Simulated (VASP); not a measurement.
# GaN (P6_3mc) in VASP: notebook, part 2 of 2

VASP 6.6.1. Earlier steps stand in the parts before.

## (3) Single point, PBE

This run uses another cell than the first one: it holds 16 atoms, not 4.

The input, INCAR:

```
SYSTEM = GaN
ALGO = Normal
EDIFF = 1E-6
ENCUT = 520
GGA = PE
ISIF = 2
ISMEAR = 0
LASPH = .TRUE.
LCHARG = .FALSE.
LREAL = Auto
LWAVE = .FALSE.
NBANDS = 86
NELM = 80
PREC = Accurate
SIGMA = 0.01
```

The input, KPOINTS:

```
k-points
0
G
  3 3 3
  0 0 0
```

The input, POSCAR:

```
GaN
1.0
    0.0000000000      0.0000000000     -5.2431684262
    6.4367416346      0.0000000001      0.0000000000
   -3.2183708173     -5.5743817732      0.0000000000
Ga N
8 8
Direct
    0.5008651352      0.1666666667      0.3333333333
    0.5008651352      0.6666666667      0.3333333333
    0.5008651352      0.1666666667      0.8333333333
    0.5008651352      0.6666666667      0.8333333333
    0.0008651352      0.8333333333      0.1666666667
    0.0008651352      0.3333333333      0.1666666667
    0.0008651352      0.8333333333      0.6666666667
    0.0008651352      0.3333333333      0.6666666667
    0.1241348648      0.1666666667      0.3333333333
    0.1241348648      0.6666666667      0.3333333333
    0.1241348648      0.1666666667      0.8333333333
    0.1241348648      0.6666666667      0.8333333333
    0.6241348648      0.8333333333      0.1666666667
    0.6241348648      0.3333333333      0.1666666667
    0.6241348648      0.8333333333      0.6666666667
    0.6241348648      0.3333333333      0.6666666667
```

Potentials or basis: VASP PAW PBE potentials, release 64 (Ga_d, N).

Command:

```
> cat potpaw_PBE.64/Ga_d/POTCAR potpaw_PBE.64/N/POTCAR > POTCAR
> mpirun -np 1 vasp_std > vasp.out
```

OUTCAR:

```text
SYSTEM = GaN
   EDIFF = 1E-6
   ENCUT = 520
   GGA = PE
   ISIF = 2
   ISMEAR = 0
   LASPH = .TRUE.
   LREAL = Auto
   NELM = 80
   PREC = Accurate

 ion  position               nearest neighbor table
   1  0.501  0.167  0.333-  14 1.97  13 1.97  16 1.97   9 1.98
   2  0.501  0.667  0.333-  13 1.97  14 1.97  15 1.97  10 1.98
   3  0.501  0.167  0.833-  16 1.97  15 1.97  14 1.97  11 1.98
   4  0.501  0.667  0.833-  15 1.97  16 1.97  13 1.97  12 1.98
   5  0.001  0.833  0.167-  10 1.97   9 1.97  12 1.97  13 1.98
   6  0.001  0.333  0.167-   9 1.97  10 1.97  11 1.97  14 1.98
[... 8 lines left out ...]
  15  0.624  0.833  0.667-   4 1.97   3 1.97   2 1.97   7 1.98
  16  0.624  0.333  0.667-   3 1.97   4 1.97   1 1.97   8 1.98
[... 7 lines left out ...]
 A1 = (   6.4367416346,   0.0000000001,   0.0000000000)
 A2 = (  -3.2183708173,  -5.5743817732,   0.0000000000)
 A3 = (   0.0000000000,   0.0000000000,  -5.2431684262)

Analysis of symmetry for initial positions (statically):
=====================================================================
 Subroutine PRICEL returns following result:

  LATTYP: Found a hexagonal cell.
 ALAT       =     3.2183708173
 C/A-ratio  =     1.6291374499

  Lattice vectors:

 A1 = (   3.2183708173,   0.0000000001,   0.0000000000)
 A2 = (  -1.6091854087,  -2.7871908866,   0.0000000000)
 A3 = (   0.0000000000,   0.0000000000,  -5.2431684262)

   4 primitive cells build up your supercell.

 Routine SETGRP: Setting up the symmetry group for a
 hexagonal supercell.

 Subroutine GETGRP returns: Found 12 space group operations
 (whereof  6 operations were pure point group operations)
 out of a pool of 24 trial point group operations.

The static configuration has the point symmetry C_3v.
 The point group associated with its full space group is C_6v.

Analysis of symmetry for dynamics (positions and initial velocities):
=====================================================================
 Subroutine PRICEL returns following result:

  LATTYP: Found a hexagonal cell.
 ALAT       =     3.2183708173
 C/A-ratio  =     1.6291374499

  Lattice vectors:

 A1 = (   3.2183708173,   0.0000000001,   0.0000000000)
 A2 = (  -1.6091854087,  -2.7871908866,   0.0000000000)
 A3 = (   0.0000000000,   0.0000000000,  -5.2431684262)

   4 primitive cells build up your supercell.

 Routine SETGRP: Setting up the symmetry group for a
 hexagonal supercell.

 Subroutine GETGRP returns: Found 12 space group operations
 (whereof  6 operations were pure point group operations)
 out of a pool of 24 trial point group operations.

The dynamic configuration has the point symmetry C_3v.
 The point group associated with its full space group is C_6v.

 Subroutine INISYM returns: Found 12 space group operations
 (whereof  6 operations are pure point group operations),
 and found     4 'primitive' translations

----------------------------------------------------------------------------------------

                                     Primitive cell

  volume of cell :      47.0323

  direct lattice vectors                    reciprocal lattice vectors
     3.218370817  0.000000000  0.000000000     0.310716215 -0.179392091  0.000000000
    -1.609185409 -2.787190887  0.000000000     0.000000000 -0.358784181  0.000000000
     0.000000000  0.000000000 -5.243168426     0.000000000  0.000000000 -0.190724371

[... 47 lines left out ...]
  0.333333  0.333333  0.000000     12.000000
  0.000000  0.333333  0.333333      2.000000
  0.333333  0.333333  0.333333      4.000000
   k-points           NKPTS =      6   k-points in BZ     NKDIM =      6   number of bands    NBANDS=     86
   number of dos      NEDOS =    301   number of ions     NIONS =     16
   total plane-waves  NPLWV =  92160
   dimension x,y,z NGX =    40 NGY =   48 NGZ =   48
   dimension x,y,z NGXF=    80 NGYF=   96 NGZF=   96
   ions per type =               8   8
   NGX,Y,Z   is equivalent  to a cutoff of  12.68, 12.40, 12.40 a.u.
   NGXF,Y,Z  is equivalent  to a cutoff of  25.37, 24.79, 24.79 a.u.
 SYSTEM =  GaN
   PREC   = accura    normal or accurate (medium, high low for compatibility)
   ISTART =      0    job   : 0-new  1-cont  2-samecut
   ICHARG =      2    charge: 1-file 2-atom 10-const
   ISPIN  =      1    spin polarized calculation?
   LNONCOLLINEAR =      F non collinear calculations
   LSORBIT =      F    spin-orbit coupling
   LASPH  =      T    aspherical Exc in radial PAW
   ENCUT  =  520.0 eV  38.22 Ry    6.18 a.u.   9.75 11.97 11.97*2*pi/ulx,y,z
   NELM   =     80;   NELMIN=  2; NELMDL= -5     # of ELM steps
   EDIFF  = 0.1E-05   stopping-criterion for ELM
   LREAL  =      T    real-space projection
   EDIFFG = 0.1E-04   stopping-criterion for IOM
   NSW    =      0    number of steps for IOM
   IBRION =     -1    ionic relax: 0-MD 1-quasi-New 2-CG
   NFREE  =      0    steps in history (QN), initial steepest desc. (CG)
   ISIF   =      2    stress and relaxation
   ISYM   =      2    0-nonsym 1-usesym 2-fastsym
   POTIM  = 0.5000    time-step for ionic-motion
   TEBEG  =    0.0;   TEEND  =   0.0 temperature during run
   PSTRESS=    0.0 pullay stress
   NELECT =     144.0000    total number of electrons
   NUPDOWN=      -1.0000    fix difference up-down
   EMIN   =  10.00;   EMAX   =-10.00  energy-range for DOS
   EFERMI =   0.00;   METHOD = LEGACY
   ISMEAR =     0;   SIGMA  =   0.01  broadening in eV -4-tet -1-fermi 0-gaus
   EFERMI_NEDOS =   21; number of points for ismear=-14 and -15
   IALGO  =     38    algorithm
   IMIX   =      4    mixing-type and parameters
     AMIX     =   0.40;   BMIX     =  1.00
     AMIX_MAG =   1.60;   BMIX_MAG =  1.00
  volume/ion in A,a.u.               =      11.76        79.35
  Fermi-wavevector in a.u.,A,eV,Ry     =   1.497534  2.829930 30.512550  2.242609
  Thomas-Fermi vector in A             =   2.609410
   LORBIT       =      0    0 simple, 1 ext, 2 COOP (PROOUT), +10 PAW based schemes
   GGA     = PE    functional components
   LHFCALC =     F    Hartree Fock is set to
   AEXX    =    0.0000 exact exchange contribution
   IVDW    =     0    specifies the selected vdW correction
   LEPSILON=     F    determine dielectric tensor
   LRPA    =     F    only Hartree local field effects (RPA)
 non-spin polarized calculation
 Gauss-broadening in eV      SIGMA  =   0.01
  energy-cutoff  :      520.00
  volume of cell :      188.13
 maximum number of plane-waves:      5076
 NGX is ok and might be reduce to    40

 number of electron     143.9999826 magnetization

 Free energy of the ion-electron system (eV)
  ---------------------------------------------------
  ext. energy  EPLUGINS =         0.00000000
  ---------------------------------------------------
  free energy    TOTEN  =       -97.28573738 eV

  energy without entropy =      -97.28573738  energy(sigma->0) =      -97.28573738

 E-fermi :   5.0574     XC(G=0): -11.5140

 val. band max:        5.0131802599   @ k =   0.0000   0.0000   0.0000
 cond. band min:       6.7273191719   @ k =   0.0000   0.0000   0.0000
 fundamental gap:      1.7141389119
 Fermi energy:         5.0574331735

 k-point     1 :       0.0000    0.0000    0.0000
  band No.  band energies     occupation
      1     -10.7235      2.00000
      2      -9.9080      2.00000
      3      -9.9080      2.00000
      4      -9.9080      2.00000
      5      -9.9010      2.00000
      6      -9.7561      2.00000
[... 511 lines left out ...]
     83      12.1958      0.00000
     84      12.1965      0.00000
 [bands above 84 left out]

------------------------ aborting loop because EDIFF is reached ----------------------------------------

  FORCE on cell =-STRESS in cart. coord.  units (eV):
  Direction    XX          YY          ZZ          XY          YZ          ZX
  --------------------------------------------------------------------------------------
  -------------------------------------------------------------------------------------
  Total        0.0526662      0.0526662      0.0325951      0.0000000     -0.0000000      0.0000000
  in kB        0.4485240      0.4485240      0.2775912      0.0000000     -0.0000000      0.0000000
  external PRESSURE =       0.3915464 kB  Pullay stress =       0.0000000 kB

 VOLUME and BASIS-vectors are now :
 -----------------------------------------------------------------------------
  energy-cutoff  :      520.00
  volume of cell :      188.13
      direct lattice vectors                 reciprocal lattice vectors
     0.000000000  0.000000000 -5.243168426     0.000000000  0.000000000 -0.190724371
     6.436741635  0.000000000  0.000000000     0.155358108 -0.089696045  0.000000000
    -3.218370817 -5.574381773  0.000000000     0.000000000 -0.179392091  0.000000000

 POSITION                                       TOTAL-FORCE (eV/Angst)
 -----------------------------------------------------------------------------------
      0.00000     -1.85813     -2.62612         0.000000      0.000000      0.000998
      3.21837     -1.85813     -2.62612         0.000000     -0.000000      0.000998
     -1.60919     -4.64532     -2.62612         0.000000     -0.000000      0.000998
      1.60919     -4.64532     -2.62612         0.000000      0.000000      0.000998
      4.82756     -0.92906     -0.00454        -0.000000     -0.000000      0.000998
      1.60919     -0.92906     -0.00454        -0.000000     -0.000000      0.000998
[... 8 lines left out ...]
      3.21837     -3.71625     -3.27244        -0.000000      0.000000     -0.000998
     -0.00000     -3.71625     -3.27244        -0.000000      0.000000     -0.000998
 -----------------------------------------------------------------------------------
    total drift:                               -0.000021     -0.000041      0.007313

  FREE ENERGIE OF THE ION-ELECTRON SYSTEM (eV)
  ---------------------------------------------------
  free  energy   TOTEN  =       -97.2857373790 eV

  energy  without entropy=      -97.2857373790  energy(sigma->0) =      -97.28573738
```

Run time: 3.5 min. Hardware: 1 thread of AMD EPYC 7R43 (Zen 3), shared host; peak memory 0.27 GiB.

Results:

| Quantity | Value |
| --- | --- |
| Free energy | -97.2857 eV |
| Pressure | 0.0 GPa |
| Band gap on the k mesh | 1.71 eV |

Levels at points of the mesh, in eV from the valence-band top:
| k point | band 70 | band 71 | band 72 | band 73 | band 74 | band 75 |
| --- | --- | --- | --- | --- | --- | --- |
| (0.00, 0.00, 0.00) | -0.04 | 0.00 | 0.00 | 1.71 | 4.06 | 4.98 |

Expect the measured gap to be larger: semilocal functionals such as PBE lack the derivative discontinuity.
